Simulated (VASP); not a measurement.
Li2Pd, 3 atoms in the cell. Symmetry: P6/mmm, No. 191, hexagonal system. The conventional cell has a = 4.227 Å, b = 4.227 Å, c = 2.732 Å, α = 90.00°, β = 90.00°, γ = 120.00°. Within 3.2 Å of Li (site symmetry -6m2) lie 5 Li at 2.44 to 2.73 Å and 6 Pd at 2.80 Å. Within 3.6 Å of Pd (site symmetry 6/mmm) lie 2 Pd at 2.73 Å and 12 Li at 2.80 Å. 

```yaml
Program: VASP 6.6.1
Task: electric field gradients
Functional: LDA
Potentials_or_basis: VASP PAW LDA potentials, release 64 (Li_sv, Pd)
Cutoff: 520 eV
k_mesh: 11 × 11 × 15
Occupations: fermi-dirac, width 0.08 eV
Spin: no spin polarisation
Dipole_correction: no
Further_INCAR_settings: ALGO = Normal; EDIFF = 1e-08; NBANDS = 15
```

Potentials or basis: VASP PAW LDA potentials, release 64 (Li_sv, Pd).

Launch:

```bash
$ cat potpaw_LDA.64/Li_sv/POTCAR potpaw_LDA.64/Pd/POTCAR > POTCAR
$ mpirun -np 1 vasp_std > vasp.out
```

Hardware: 1 thread of Intel(R) Xeon(R) Platinum 8124M CPU @ 3.00GHz (Skylake/Cascade Lake), with other jobs on the host.

Q: Estimate the wall time of this run.

A: Run time: 45 s on 1 thread of Intel(R) Xeon(R) Platinum 8124M CPU @ 3.00GHz (Skylake/Cascade Lake), on a shared host, peak memory 0.19 GiB. Counts: scf iterations 13, k points 128.
